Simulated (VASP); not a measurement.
# MoS2 (P6_3/mmc) in VASP: a series of runs

The runs below take MoS2 through single point, with LDA+U.

Everything below comes from runs of VASP 6.6.1. Logs are shortened: lines on timing, memory, paths and dates and some standing lists are left out, and cuts for length are marked.

## 1. The cell of the first run

Symmetry: P6_3/mmc, No. 194, hexagonal system. The conventional cell has a = 3.169 Å, b = 3.169 Å, c = 12.324 Å, α = 90.00°, β = 90.00°, γ = 120.00°. Within 3.2 Å of Mo (site symmetry -6m2) lie 6 S at 2.41 Å and 6 Mo at 3.17 Å. S (site symmetry 3m) has 3 Mo at 2.41 Å and 7 S at 3.13 to 3.17 Å within 3.2 Å.

## 2. Single point, LDA+U

INCAR

```
PREC = Accurate ; ENCUT = 520
EDIFF = 1E-6 ; ISMEAR = -1
SIGMA = 0.05 ; LREAL = F
LASPH = T ; NELM = 150
ALGO = Normal ; ISIF = 2
LWAVE = F ; LCHARG = F
LMAXMIX = 4 ; LDAU = T
LDAUTYPE = 2 ; LDAUL = 2 -1
LDAUU = 1 0 ; LDAUJ = 0 0
LDAUPRINT = 1 ; NBANDS = 35
```

KPOINTS

```
Automatic mesh
0
Gamma
  10 10 3
```

POSCAR

```
MoS2
1.0
    3.1690000000      0.0000000000      0.0000000000
   -1.5845000000      2.7444345046      0.0000000000
    0.0000000000      0.0000000000     12.3240000000
Mo S
2 4
Direct
    0.6666666667      0.3333333333      0.7500000000
    0.3333333333      0.6666666667      0.2500000000
    0.6666666667      0.3333333333      0.3770000000
    0.3333333333      0.6666666667      0.8770000000
    0.6666666667      0.3333333333      0.1230000000
    0.3333333333      0.6666666667      0.6230000000
```

Potentials or basis: VASP PAW LDA potentials, release 64 (Mo_sv, S).

Launch:

```console
cat potpaw_LDA.64/Mo_sv/POTCAR potpaw_LDA.64/S/POTCAR > POTCAR
mpirun -np 1 vasp_std > vasp.out
```

OUTCAR:

```text
PREC = Accurate
   ENCUT = 520
   EDIFF = 1E-6
   ISMEAR = -1
   LREAL = F
   LASPH = T
   NELM = 150
   ISIF = 2

 ion  position               nearest neighbor table
   1  0.667  0.333  0.750-   4 2.41   6 2.41   4 2.41   6 2.41   4 2.41   6 2.41
   2  0.333  0.667  0.250-   3 2.41   5 2.41   3 2.41   5 2.41   3 2.41   5 2.41
   3  0.667  0.333  0.377-   2 2.41   2 2.41   2 2.41
   4  0.333  0.667  0.877-   1 2.41   1 2.41   1 2.41
   5  0.667  0.333  0.123-   2 2.41   2 2.41   2 2.41
   6  0.333  0.667  0.623-   1 2.41   1 2.41   1 2.41

  LATTYP: Found a hexagonal cell.
 ALAT       =     3.1690000000
 C/A-ratio  =     3.8889239508

  Lattice vectors:

 A1 = (   3.1690000000,   0.0000000000,   0.0000000000)
 A2 = (  -1.5845000000,   2.7444345046,   0.0000000000)
 A3 = (   0.0000000000,   0.0000000000,  12.3240000000)

Analysis of symmetry for initial positions (statically):
=====================================================================
 Subroutine PRICEL returns:
 Original cell was already a primitive cell.

 Routine SETGRP: Setting up the symmetry group for a
 hexagonal supercell.

 Subroutine GETGRP returns: Found 24 space group operations
 (whereof 12 operations were pure point group operations)
 out of a pool of 24 trial point group operations.

The static configuration has the point symmetry D_3d.
 The point group associated with its full space group is D_6h.

Analysis of symmetry for dynamics (positions and initial velocities):
=====================================================================
 Subroutine PRICEL returns:
 Original cell was already a primitive cell.

 Routine SETGRP: Setting up the symmetry group for a
 hexagonal supercell.

 Subroutine GETGRP returns: Found 24 space group operations
 (whereof 12 operations were pure point group operations)
 out of a pool of 24 trial point group operations.

The dynamic configuration has the point symmetry D_3d.
 The point group associated with its full space group is D_6h.

 Subroutine INISYM returns: Found 24 space group operations
 (whereof 12 operations are pure point group operations),
 and found     1 'primitive' translations
[... 185 lines left out ...]
  0.0000  0.3879 -0.0000  0.0000  0.0000
 -0.0000 -0.0000  0.4232  0.0000  0.0000
  0.0000  0.0000  0.0000  0.3879 -0.0000
 -0.0000  0.0000  0.0000 -0.0000  0.4013

spin component  2

  0.4013  0.0000 -0.0000  0.0000 -0.0000
  0.0000  0.3879 -0.0000  0.0000  0.0000
 -0.0000 -0.0000  0.4232  0.0000  0.0000
  0.0000  0.0000  0.0000  0.3879 -0.0000
 -0.0000  0.0000  0.0000 -0.0000  0.4013

 occupancies and eigenvectors

  o =  0.3879  v =  0.0000 -0.0000  0.0000 -1.0000  0.0000  0.0000  0.0000  0.0000  0.0000  0.0000      0.0000  0.0000  0.0000  0.0000  0.0000  0.0000  0.0000  0.0000  0.0000  0.0000
  o =  0.3879  v =  0.0000  0.0000  0.0000  0.0000  0.0000  0.0000 -0.0000  0.0000 -1.0000  0.0000      0.0000  0.0000  0.0000  0.0000  0.0000  0.0000  0.0000  0.0000  0.0000  0.0000
  o =  0.3879  v =  0.0000  1.0000  0.0000 -0.0000  0.0000  0.0000  0.0000  0.0000  0.0000  0.0000      0.0000  0.0000  0.0000  0.0000  0.0000  0.0000  0.0000  0.0000  0.0000  0.0000
  o =  0.3879  v =  0.0000  0.0000  0.0000  0.0000  0.0000  0.0000  1.0000  0.0000 -0.0000  0.0000      0.0000  0.0000  0.0000  0.0000  0.0000  0.0000  0.0000  0.0000  0.0000  0.0000
  o =  0.4013  v =  0.0000  0.0000  0.0000  0.0000 -1.0000  0.0000  0.0000  0.0000  0.0000  0.0000      0.0000  0.0000  0.0000  0.0000  0.0000  0.0000  0.0000  0.0000  0.0000  0.0000
  o =  0.4013  v =  0.0000  0.0000  0.0000  0.0000  0.0000  0.0000  0.0000  0.0000  0.0000 -1.0000      0.0000  0.0000  0.0000  0.0000  0.0000  0.0000  0.0000  0.0000  0.0000  0.0000
  o =  0.4013  v =  0.0000  0.0000  0.0000  0.0000  0.0000  1.0000  0.0000  0.0000  0.0000  0.0000      0.0000  0.0000  0.0000  0.0000  0.0000  0.0000  0.0000  0.0000  0.0000  0.0000
  o =  0.4013  v =  1.0000  0.0000  0.0000  0.0000  0.0000  0.0000  0.0000  0.0000  0.0000  0.0000      0.0000  0.0000  0.0000  0.0000  0.0000  0.0000  0.0000  0.0000  0.0000  0.0000
  o =  0.4232  v =  0.0000  0.0000 -1.0000 -0.0000 -0.0000  0.0000  0.0000  0.0000  0.0000  0.0000      0.0000  0.0000  0.0000  0.0000  0.0000  0.0000  0.0000  0.0000  0.0000  0.0000
  o =  0.4232  v =  0.0000  0.0000  0.0000  0.0000  0.0000  0.0000  0.0000 -1.0000 -0.0000 -0.0000      0.0000  0.0000  0.0000  0.0000  0.0000  0.0000  0.0000  0.0000  0.0000  0.0000

 number of electron      51.9999996 magnetization

 Free energy of the ion-electron system (eV)
  ---------------------------------------------------
  ext. energy  EPLUGINS =         0.00000000
  ---------------------------------------------------
  free energy    TOTEN  =       -46.48638908 eV

  energy without entropy =      -46.48638509  energy(sigma->0) =      -46.48638708

 E-fermi :   7.7555     XC(G=0): -11.1187

 val. band max:        7.3730143602   @ k =   0.0000   0.0000   0.0000
 cond. band min:       8.2379672335   @ k =   0.2000   0.2000   0.0000
 fundamental gap:      0.8649528733
 Fermi energy:         7.7554690368

 k-point     1 :       0.0000    0.0000    0.0000
  band No.  band energies     occupation
      1     -53.8820      2.00000
      2     -53.8820      2.00000
      3     -28.2273      2.00000
      4     -28.2272      2.00000
      5     -27.9963      2.00000
      6     -27.9963      2.00000
[... 901 lines left out ...]
     34      11.0829      0.00000
     35      13.0893      0.00000

 [... further k-points ...]
[... 5 lines left out ...]
  --------------------------------------------------------------------------------------
  -------------------------------------------------------------------------------------
  Total       -3.4570191     -3.4570191     -3.1425054      0.0000000      0.0000000      0.0000000
  in kB      -51.6756040    -51.6756040    -46.9742455      0.0000000      0.0000000      0.0000000
  external PRESSURE =     -50.1084845 kB  Pullay stress =       0.0000000 kB

 VOLUME and BASIS-vectors are now :
 -----------------------------------------------------------------------------
  energy-cutoff  :      520.00
  volume of cell :      107.18
      direct lattice vectors                 reciprocal lattice vectors
     3.169000000  0.000000000  0.000000000     0.315556958  0.182186895  0.000000000
    -1.584500000  2.744434505  0.000000000     0.000000000  0.364373789  0.000000000
     0.000000000  0.000000000 12.324000000     0.000000000  0.000000000  0.081142486

 POSITION                                       TOTAL-FORCE (eV/Angst)
 -----------------------------------------------------------------------------------
      1.58450      0.91481      9.24300         0.000000     -0.000000      0.000000
     -0.00000      1.82962      3.08100         0.000000      0.000000      0.000000
      1.58450      0.91481      4.64615        -0.000000      0.000000     -0.400786
     -0.00000      1.82962     10.80815         0.000000     -0.000000     -0.400786
      1.58450      0.91481      1.51585        -0.000000     -0.000000      0.400786
     -0.00000      1.82962      7.67785         0.000000     -0.000000      0.400786
 -----------------------------------------------------------------------------------
    total drift:                               -0.000000      0.000000     -0.000000

  FREE ENERGIE OF THE ION-ELECTRON SYSTEM (eV)
  ---------------------------------------------------
  free  energy   TOTEN  =       -46.4863890814 eV

  energy  without entropy=      -46.4863850870  energy(sigma->0) =      -46.48638708
```

OSZICAR:

```text
N       E                     dE             d eps       ncg     rms          rms(c)
DAV:   1     0.464408774650E+03    0.46441E+03   -0.28719E+04  2128   0.141E+03
DAV:   2    -0.239442902172E+02   -0.48835E+03   -0.47178E+03  2287   0.380E+02
DAV:   3    -0.491045508737E+02   -0.25160E+02   -0.24665E+02  2326   0.789E+01
DAV:   4    -0.496333051013E+02   -0.52875E+00   -0.52732E+00  2332   0.115E+01
DAV:   5    -0.496427437176E+02   -0.94386E-02   -0.94366E-02  2282   0.155E+00    0.345E+01
DAV:   6    -0.472995399142E+02    0.23432E+01   -0.12797E+01  2198   0.243E+01    0.118E+01
DAV:   7    -0.468068683160E+02    0.49267E+00   -0.53226E+00  2169   0.156E+01    0.849E+00
DAV:   8    -0.464893450218E+02    0.31752E+00   -0.74908E-01  2214   0.619E+00    0.236E+00
DAV:   9    -0.464913748460E+02   -0.20298E-02   -0.64533E-02  2247   0.120E+00    0.873E-01
DAV:  10    -0.464866641559E+02    0.47107E-02   -0.21918E-02  2195   0.105E+00    0.359E-01
DAV:  11    -0.464865538007E+02    0.11036E-03   -0.13025E-03  2175   0.206E-01    0.164E-01
DAV:  12    -0.464864222581E+02    0.13154E-03   -0.22640E-04  2231   0.834E-02    0.120E-01
DAV:  13    -0.464863889750E+02    0.33283E-04   -0.17711E-04  2228   0.732E-02    0.113E-02
DAV:  14    -0.464863890695E+02   -0.94544E-07   -0.10109E-05  1900   0.183E-02    0.196E-02
DAV:  15    -0.464863890814E+02   -0.11842E-07   -0.37212E-07  1217   0.333E-03
   1 F= -.46486389E+02 E0= -.46486387E+02  d E =-.399434E-05
```

stdout:

```text
POSCAR found type information on POSCAR MoS
 POSCAR found :  2 types and       6 ions
 scaLAPACK will be used
 LDA part: xc-table for (Slater(with rela. corr.)+CA(PZ))
 , standard interpolation
 POSCAR, INCAR and KPOINTS ok, starting setup
 FFT: planning ... GRIDC
 FFT: planning ... GRID_SOFT
 FFT: planning ... GRID
 WAVECAR not read
 entering main loop
```

It took 80 s on 1 thread of Intel Xeon 6975P-C, shared host; peak memory 0.23 GiB.

Results:

```yaml
Free_energy: -46.4864 eV
Pressure: -5.0 GPa
Largest_force: 0.401 eV/Å
Band_gap_on_the_k_mesh: 0.86 eV, indirect (least direct gap 1.86 eV)
```

Forces in eV/Å, atoms in the order of the input:
```
Mo   0.000  0.000  0.000
Mo   0.000  0.000  0.000
S    0.000  0.000 -0.401
S    0.000  0.000 -0.401
S    0.000  0.000  0.401
S    0.000  0.000  0.401
```

Levels at points of the mesh, in eV from the valence-band top:
```csv
k point,band 23,band 24,band 25,band 26,band 27,band 28,band 29,band 30
"(0.00, 0.00, 0.00)",-2.12,-1.20,-1.17,0.00,2.10,2.10,2.12,2.12
"(0.50, 0.00, 0.00)",-1.72,-1.52,-1.43,-1.30,1.60,1.64,1.97,2.25
```

Eigenvalues of the final occupation matrices:
```
    site  spin  trace               eigenvalues
site 1 d     1   2.00  0.39 0.39 0.40 0.40 0.42
site 1 d     2   2.00  0.39 0.39 0.40 0.40 0.42
site 2 d     1   2.00  0.39 0.39 0.40 0.40 0.42
site 2 d     2   2.00  0.39 0.39 0.40 0.40 0.42
```

## 3. Single point, LDA+U

INCAR

```
SYSTEM = MoS2
PREC = Accurate
ENCUT = 520
EDIFF = 1E-7
ISMEAR = -1
SIGMA = 0.05
LREAL = .False.
LASPH = .True.
NELM = 150
ALGO = Normal
ISIF = 2
LWAVE = .False.
LCHARG = .False.
LMAXMIX = 4
LDAU = .True.
LDAUTYPE = 2
LDAUL = 2 -1
LDAUU = 3 0
LDAUJ = 0 0
LDAUPRINT = 1
GGA = CA
NBANDS = 35
```

KPOINTS

```
regular mesh
0
Gamma
  10 10 3
  0 0 0
```

POSCAR is that of step 2.

Potentials or basis: VASP PAW LDA potentials, release 64 (Mo_sv, S).

Launch:

```console
cat potpaw_LDA.64/Mo_sv/POTCAR potpaw_LDA.64/S/POTCAR > POTCAR
mpirun -np 1 vasp_std > vasp.out
```

It took 79 s on 1 thread of Intel Xeon 6975P-C, shared host; peak memory 0.23 GiB.

It converged, with:

```yaml
Free_energy: -41.6984 eV
Pressure: -3.8 GPa
Largest_force: 0.266 eV/Å
Band_gap_on_the_k_mesh: 0.88 eV, indirect (least direct gap 1.82 eV)
```

Forces in eV/Å, atoms in the order of the input:
```
Mo   0.000  0.000  0.000
Mo   0.000  0.000  0.000
S    0.000  0.000 -0.266
S    0.000  0.000 -0.266
S    0.000  0.000  0.266
S    0.000  0.000  0.266
```

Stress tensor (GPa, compression positive):
```
-4.00  0.00  0.00
 0.00 -4.00  0.00
 0.00  0.00 -3.41
```

Levels at points of the mesh, in eV from the valence-band top:
```
           k point  band 24  band 25  band 26  band 27  band 28  band 29
(0.00, 0.00, 0.00)    -1.20    -1.18     0.00     2.12     2.12     2.15
(0.50, 0.00, 0.00)    -1.53    -1.45    -1.31     1.63     1.68     1.97
```

Eigenvalues of the final occupation matrices:
| site | spin | trace | eigenvalues |
| --- | --- | --- | --- |
| site 1 d | 1 | 1.98 | 0.38 0.38 0.40 0.40 0.42 |
| site 1 d | 2 | 1.98 | 0.38 0.38 0.40 0.40 0.42 |
| site 2 d | 1 | 1.98 | 0.38 0.38 0.40 0.40 0.42 |
| site 2 d | 2 | 1.98 | 0.38 0.38 0.40 0.40 0.42 |

A k mesh can miss the band edges.
